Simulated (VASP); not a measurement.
Crystal: NaH.

```
Na H
1.0
     0.00000    2.38642    2.38642
     2.38642    0.00000    2.38642
     2.38642    2.38642    0.00000
Na H
1 1
Direct
  0.00000 0.00000 0.00000
  0.25000 0.25000 0.25000
```

- Program: VASP 6.6.1
- Task: relaxation of cell and atoms
- Functional: PBEsol
- Potentials or basis: VASP PAW PBE potentials, release 64 (Na_pv, H)
- Cutoff: 600 eV
- k mesh: 8 × 8 × 8
- Occupations: fermi-dirac, width 0.03 eV
- Spin: no spin polarisation

At the start: pressure 6.9 GPa; volume 13.59 Å³/atom.

Q: Where does the relaxation end?

A: Over 4 steps the energy falls by 66.4 meV/atom and the volume is 17.26 Å³/atom (+27.0 %); space group F-43m (No. 216, to 0.05 Å).

Step by step:
| step | energy change (eV) | largest force (eV/Å) | pressure (GPa) | volume (Å³) |
| --- | --- | --- | --- | --- |
| 1 | 0.0000 | 0.0000 | 6.88 | 27.18 |
| 2 | -0.0780 | 0.0000 | 3.91 | 29.54 |
| 3 | -0.1310 | 0.0000 | 0.58 | 33.64 |
| 4 | -0.1327 | 0.0000 | 0.06 | 34.52 |

Final structure:
```
Na H
1.0
     0.00000    2.58433    2.58433
     2.58433    0.00000    2.58433
     2.58433    2.58433    0.00000
Na H
1 1
Direct
  0.00000 0.00000 0.00000
  0.25000 0.25000 0.25000
```

Caveat: the volume moved by over 15 % at a fixed basis, so the end points are rough; the PAW data sets were made with another functional, which shifts forces and pressure a little.
